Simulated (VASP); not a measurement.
# SnO2 in VASP: notebook

SnO2 is run at these levels: PBEsol; tasks: single point.

Everything below comes from runs of VASP 6.6.1. Logs are shortened: lines on timing, memory, paths and dates and some standing lists are left out, and cuts for length are marked.

### 1 The cell of the first run

Symmetry: R-3m, No. 166, trigonal system. Conventional cell: a = 3.234 Å, b = 3.234 Å, c = 14.402 Å, α = 90.00°, β = 90.00°, γ = 120.00°. Within 2.8 Å of Sn (site symmetry -3m) lie 6 O at 2.13 Å. O (site symmetry 3m) has 3 Sn at 2.13 Å and 3 O at 2.76 Å within 2.8 Å.

### 2 Single point, PBEsol

Contents of INCAR:

```
ALGO = Normal ; EDIFF = 1E-7
ENCUT = 520 ; GGA = PS
ISIF = 2 ; ISMEAR = 0
LASPH = True ; LCHARG = True
LELF = True ; LREAL = False
LVHAR = True ; LWAVE = False
NBANDS = 20 ; NELM = 80
PREC = Accurate ; SIGMA = 0.01
```

Contents of KPOINTS:

```
k-points
0
Gamma
  8 8 8
```

Contents of POSCAR:

```
SnO2
1.0
    1.6170930800      0.9336291200      4.8005925800
   -1.6170930800      0.9336291200      4.8005925800
    0.0000000000     -1.8672582400      4.8005925800
Sn O
1 2
Direct
    0.5000000007      0.5000000007      0.5000000007
    0.2371700002      0.2371700002      0.2371700002
    0.7628300005      0.7628300005      0.7628300005
```

Potentials or basis: VASP PAW PBE potentials, release 64 (Sn_d, O).

Launch:

```
$ cat potpaw_PBE.64/Sn_d/POTCAR potpaw_PBE.64/O/POTCAR > POTCAR
$ mpirun -np 1 vasp_std > vasp.out
```

OUTCAR:

```text
EDIFF = 1E-7
   ENCUT = 520
   GGA = PS
   ISIF = 2
   ISMEAR = 0
   LASPH = True
   LREAL = False
   NELM = 80
   PREC = Accurate

 ion  position               nearest neighbor table
   1  0.500  0.500  0.500-   2 2.13   3 2.13   2 2.13   2 2.13   3 2.13   3 2.13
   2  0.237  0.237  0.237-   1 2.13   1 2.13   1 2.13
   3  0.763  0.763  0.763-   1 2.13   1 2.13   1 2.13

  LATTYP: Found a trigonal (rhomboedric) cell.
 ALAT       =     5.1509554922
 COS(alpha) =     0.8028828377

  Lattice vectors:

 A1 = (   1.6170930800,   0.9336291200,   4.8005925800)
 A2 = (  -1.6170930800,   0.9336291200,   4.8005925800)
 A3 = (   0.0000000000,  -1.8672582400,   4.8005925800)

Analysis of symmetry for initial positions (statically):
=====================================================================
 Subroutine PRICEL returns:
 Original cell was already a primitive cell.

 Routine SETGRP: Setting up the symmetry group for a
 trigonal (rhombohedral) supercell.

 Subroutine GETGRP returns: Found 12 space group operations
 (whereof 12 operations were pure point group operations)
 out of a pool of 12 trial point group operations.

The static configuration has the point symmetry D_3d.

Analysis of symmetry for dynamics (positions and initial velocities):
=====================================================================
 Subroutine PRICEL returns:
 Original cell was already a primitive cell.

 Routine SETGRP: Setting up the symmetry group for a
 trigonal (rhombohedral) supercell.

 Subroutine GETGRP returns: Found 12 space group operations
 (whereof 12 operations were pure point group operations)
 out of a pool of 12 trial point group operations.

The dynamic configuration has the point symmetry D_3d.

 Subroutine INISYM returns: Found 12 space group operations
 (whereof 12 operations are pure point group operations),
 and found     1 'primitive' translations

----------------------------------------------------------------------------------------

                                     Primitive cell

  volume of cell :      43.4866

  direct lattice vectors                    reciprocal lattice vectors
     1.617093080  0.933629120  4.800592580     0.309196797  0.178514855  0.069435872
    -1.617093080  0.933629120  4.800592580    -0.309196797  0.178514855  0.069435872
     0.000000000 -1.867258240  4.800592580     0.000000000 -0.357029709  0.069435872

  length of vectors
     5.150955492  5.150955492  5.150955489     0.363719057  0.363719057  0.363719059

  position of ions in fractional coordinates (direct lattice)
     0.500000001  0.500000001  0.500000001
     0.237170000  0.237170000  0.237170000
     0.762830001  0.762830001  0.762830001

  ion indices of the primitive-cell ions
   primitive index   ion index
                 1           1
                 2           2
                 3           3

----------------------------------------------------------------------------------------

 KPOINTS: k-points

Automatic generation of k-mesh.
 Grid dimensions read from file:
 generate k-points for:    8    8    8

 Generating k-lattice:

  Cartesian coordinates                     Fractional coordinates (reciprocal lattice)
     0.038649600  0.022314357  0.008679484     0.125000000 -0.000000000  0.000000000
    -0.038649600  0.022314357  0.008679484    -0.000000000  0.125000000  0.000000000
     0.000000000 -0.044628714  0.008679484     0.000000000  0.000000000  0.125000000

  Length of vectors
     0.045464882  0.045464882  0.045464882

  Shift w.r.t. Gamma in fractional coordinates (k-lattice)
     0.000000000  0.000000000  0.000000000

 Subroutine IBZKPT returns following result:
 ===========================================

 Found     65 irreducible k-points:

 Following reciprocal coordinates:
            Coordinates               Weight
  0.000000  0.000000  0.000000      1.000000
  0.125000 -0.000000  0.000000      6.000000
  0.250000 -0.000000  0.000000      6.000000
  0.375000 -0.000000  0.000000      6.000000
  0.500000 -0.000000  0.000000      3.000000
  0.125000  0.125000  0.000000      6.000000
[... 16 lines left out ...]
  0.250000  0.125000  0.125000      6.000000
  0.375000  0.125000  0.125000      6.000000
 [... further k-points ...]
   k-points           NKPTS =     65   k-points in BZ     NKDIM =     65   number of bands    NBANDS=     20
   number of dos      NEDOS =    301   number of ions     NIONS =      3
   total plane-waves  NPLWV =  64000
   dimension x,y,z NGX =    40 NGY =   40 NGZ =   40
   dimension x,y,z NGXF=    80 NGYF=   80 NGZF=   80
   ions per type =               1   2
   NGX,Y,Z   is equivalent  to a cutoff of  12.91, 12.91, 12.91 a.u.
   NGXF,Y,Z  is equivalent  to a cutoff of  25.82, 25.82, 25.82 a.u.
 SYSTEM =  unknown system
   PREC   = accura    normal or accurate (medium, high low for compatibility)
   ISTART =      0    job   : 0-new  1-cont  2-samecut
   ICHARG =      2    charge: 1-file 2-atom 10-const
   ISPIN  =      1    spin polarized calculation?
   LNONCOLLINEAR =      F non collinear calculations
   LSORBIT =      F    spin-orbit coupling
   LASPH  =      T    aspherical Exc in radial PAW
   ENCUT  =  520.0 eV  38.22 Ry    6.18 a.u.   9.58  9.58  9.58*2*pi/ulx,y,z
   NELM   =     80;   NELMIN=  2; NELMDL= -5     # of ELM steps
   EDIFF  = 0.1E-06   stopping-criterion for ELM
   LREAL  =      F    real-space projection
   EDIFFG = 0.1E-05   stopping-criterion for IOM
   NSW    =      0    number of steps for IOM
   IBRION =     -1    ionic relax: 0-MD 1-quasi-New 2-CG
   NFREE  =      0    steps in history (QN), initial steepest desc. (CG)
   ISIF   =      2    stress and relaxation
   ISYM   =      2    0-nonsym 1-usesym 2-fastsym
   POTIM  = 0.5000    time-step for ionic-motion
   TEBEG  =    0.0;   TEEND  =   0.0 temperature during run
   PSTRESS=    0.0 pullay stress
   NELECT =      26.0000    total number of electrons
   NUPDOWN=      -1.0000    fix difference up-down
   EMIN   =  10.00;   EMAX   =-10.00  energy-range for DOS
   EFERMI =   0.00;   METHOD = LEGACY
   ISMEAR =     0;   SIGMA  =   0.01  broadening in eV -4-tet -1-fermi 0-gaus
   EFERMI_NEDOS =   21; number of points for ismear=-14 and -15
   IALGO  =     38    algorithm
   IMIX   =      4    mixing-type and parameters
     AMIX     =   0.40;   BMIX     =  1.00
     AMIX_MAG =   1.60;   BMIX_MAG =  1.00
  volume/ion in A,a.u.               =      14.50        97.82
  Fermi-wavevector in a.u.,A,eV,Ry     =   1.379158  2.606231 25.879336  1.902078
  Thomas-Fermi vector in A             =   2.504154
   LORBIT       =      0    0 simple, 1 ext, 2 COOP (PROOUT), +10 PAW based schemes
   GGA     = PS    functional components
   LHFCALC =     F    Hartree Fock is set to
   AEXX    =    0.0000 exact exchange contribution
   IVDW    =     0    specifies the selected vdW correction
   LEPSILON=     F    determine dielectric tensor
   LRPA    =     F    only Hartree local field effects (RPA)
 non-spin polarized calculation
 Gauss-broadening in eV      SIGMA  =   0.01
  energy-cutoff  :      520.00
  volume of cell :       43.49
 maximum number of plane-waves:      1184
 NGX is ok and might be reduce to    40
   NGX = 19   NGY = 19   NGZ = 19

 number of electron      26.0000004 magnetization

 Free energy of the ion-electron system (eV)
  ---------------------------------------------------
  ext. energy  EPLUGINS =         0.00000000
  ---------------------------------------------------
  free energy    TOTEN  =       -19.29709206 eV

  energy without entropy =      -19.29709206  energy(sigma->0) =      -19.29709206

 E-fermi :   3.3266     XC(G=0): -10.2191

 val. band max:        3.1808301579   @ k =  -0.1250   0.2500   0.1250
 cond. band min:       5.0303313370   @ k =   0.0000   0.0000   0.0000
 fundamental gap:      1.8495011790
 Fermi energy:         3.3265896033

 k-point     1 :       0.0000    0.0000    0.0000
  band No.  band energies     occupation
      1     -16.7290      2.00000
      2     -16.5109      2.00000
      3     -16.5109      2.00000
      4     -16.3268      2.00000
      5     -16.3268      2.00000
      6     -14.6961      2.00000
[... 12 lines left out ...]
     19      20.1564      0.00000
     20      20.1564      0.00000

 k-point     2 :       0.1250   -0.0000    0.0000
  band No.  band energies     occupation
      1     -16.6909      2.00000
      2     -16.6098      2.00000
      3     -16.4798      2.00000
      4     -16.3543      2.00000
      5     -16.3264      2.00000
      6     -14.5846      2.00000
[... 12 lines left out ...]
     19      17.8696      0.00000
     20      20.2540      0.00000

 k-point     3 :       0.2500   -0.0000    0.0000
  band No.  band energies     occupation
      1     -16.9433      2.00000
      2     -16.5133      2.00000
      3     -16.4287      2.00000
      4     -16.3820      2.00000
      5     -16.3000      2.00000
      6     -14.2373      2.00000
[... 12 lines left out ...]
     19      16.3363      0.00000
     20      20.0836      0.00000

 k-point     4 :       0.3750   -0.0000    0.0000
  band No.  band energies     occupation
      1     -17.1954      2.00000
      2     -16.4706      2.00000
      3     -16.4197      2.00000
      4     -16.3331      2.00000
      5     -16.2291      2.00000
      6     -13.7526      2.00000
[... 12 lines left out ...]
     19      15.8121      0.00000
     20      17.8448      0.00000

 k-point     5 :       0.5000   -0.0000    0.0000
  band No.  band energies     occupation
      1     -17.2910      2.00000
      2     -16.4771      2.00000
      3     -16.4223      2.00000
      4     -16.2938      2.00000
      5     -16.1926      2.00000
      6     -13.4915      2.00000
[... 12 lines left out ...]
     19      16.3013      0.00000
     20      16.4959      0.00000
[... 353 lines left out ...]
      6     -13.5202      2.00000
[... 12 lines left out ...]
     19      15.6516      0.00000
     20      19.7229      0.00000

 k-point    22 :       0.1250    0.1250    0.1250
  band No.  band energies     occupation
      1     -16.7291      2.00000
      2     -16.5108      2.00000
      3     -16.5108      2.00000
      4     -16.3268      2.00000
      5     -16.3268      2.00000
      6     -14.6821      2.00000
[... 12 lines left out ...]
     19      20.0340      0.00000
     20      20.1885      0.00000

 k-point    23 :       0.2500    0.1250    0.1250
  band No.  band energies     occupation
      1     -16.6914      2.00000
      2     -16.6103      2.00000
      3     -16.4798      2.00000
      4     -16.3544      2.00000
      5     -16.3264      2.00000
      6     -14.5617      2.00000
[... 12 lines left out ...]
     19      17.8587      0.00000
     20      20.2927      0.00000

 k-point    24 :       0.3750    0.1250    0.1250
  band No.  band energies     occupation
      1     -16.9448      2.00000
      2     -16.5141      2.00000
      3     -16.4286      2.00000
      4     -16.3821      2.00000
      5     -16.3001      2.00000
      6     -14.2080      2.00000
[... 12 lines left out ...]
     19      16.3044      0.00000
     20      19.3563      0.00000

 [... further k-points ...]
[... 5 lines left out ...]
  --------------------------------------------------------------------------------------
  -------------------------------------------------------------------------------------
  Total       -1.3883545     -1.3883545     -0.9779003      0.0000000      0.0000000      0.0000000
  in kB      -51.1511546    -51.1511540    -36.0287875      0.0000000      0.0000000      0.0000000
  external PRESSURE =     -46.1103654 kB  Pullay stress =       0.0000000 kB

 VOLUME and BASIS-vectors are now :
 -----------------------------------------------------------------------------
  energy-cutoff  :      520.00
  volume of cell :       43.49
      direct lattice vectors                 reciprocal lattice vectors
     1.617093080  0.933629120  4.800592580     0.309196797  0.178514855  0.069435872
    -1.617093080  0.933629120  4.800592580    -0.309196797  0.178514855  0.069435872
     0.000000000 -1.867258240  4.800592580     0.000000000 -0.357029709  0.069435872

 POSITION                                       TOTAL-FORCE (eV/Angst)
 -----------------------------------------------------------------------------------
      0.00000      0.00000      7.20089         0.000000      0.000000     -0.000000
      0.00000      0.00000      3.41567         0.000000      0.000000     -0.346794
      0.00000      0.00000     10.98611         0.000000      0.000000      0.346794
 -----------------------------------------------------------------------------------
    total drift:                                0.000000      0.000000     -0.000019

  FREE ENERGIE OF THE ION-ELECTRON SYSTEM (eV)
  ---------------------------------------------------
  free  energy   TOTEN  =       -19.2970920583 eV

  energy  without entropy=      -19.2970920583  energy(sigma->0) =      -19.29709206
```

It took 51 s on 1 thread of Intel Xeon 6975P-C (Granite Rapids), shared host; peak memory 0.25 GiB.

What came out:

```
Free energy            : -19.2971 eV
Pressure               : -4.6 GPa
Largest force          : 0.347 eV/Å
Band gap on the k mesh : 1.85 eV, indirect (least direct gap 1.97 eV)
```

Forces on the atoms (eV/Å):
```
Sn   0.000  0.000  0.000
O    0.000  0.000 -0.347
O    0.000  0.000  0.347
```

Caveat: the PAW data sets were made with another functional, which shifts forces and pressure a little; spin-orbit coupling is left out, which moves the levels of the heavy elements.

[end of part 1 of 2]
